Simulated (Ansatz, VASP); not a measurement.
**Two plane-wave programs on Si3Sb2Te**

```xyz
6
Lattice="2.2462 1.2968 8.2881 -2.2462 1.2968 8.2881 0.0000 -2.5937 8.2881" Properties=species:S:1:pos:R:3 pbc="T T T"
Si    0.0000    0.0000    0.0000
Si    0.0000    0.0000    9.1911
Si    0.0000    0.0000   15.6732
Sb    0.0000    0.0000   18.6337
Sb    0.0000    0.0000    6.2306
Te    0.0000    0.0000   12.4322
```

Change from the starting cell: species swapped into the NaCu3Te2 type (R-3m, No. 166).

Alike in both runs: functional PBE; k mesh 4 × 4 × 4; occupations gaussian, width 0.2 eV; no spin polarisation.

Ansatz relaxed the structure, and its values are those at the end. VASP's run is a single point on that final structure, the one shown.

|  | VASP | Ansatz |
| --- | --- | --- |
| version | VASP 6.6.1 | Ansatz 0.2.0 |
| potentials or method | VASP PAW PBE potentials, release 64 (Si, Sb, Te), cutoff 500 eV | scalar-relativistic, plane waves, PAW |
| valence electrons in the cell | 28 | 58 |

VASP gave:

```
gap on the k mesh at the Fermi level (eV) : none
pressure (GPa)                            : 0.2
rms of the force components (eV/Å)        : 0.027
```

Q: Estimate Ansatz's values.

A: gap on the k mesh at the Fermi level (eV): none; pressure (GPa): 0.2; rms of the force components (eV/Å): 0.025.

A gap of «none» marks a metal or a gap that the smearing closes. VASP's potentials hold 28 valence electrons a cell and Ansatz's 58, so a difference there can come from the potentials and not from the codes.

The k mesh is coarse, so the values compare programs but aren't converged. Neither program's run includes spin-orbit coupling.
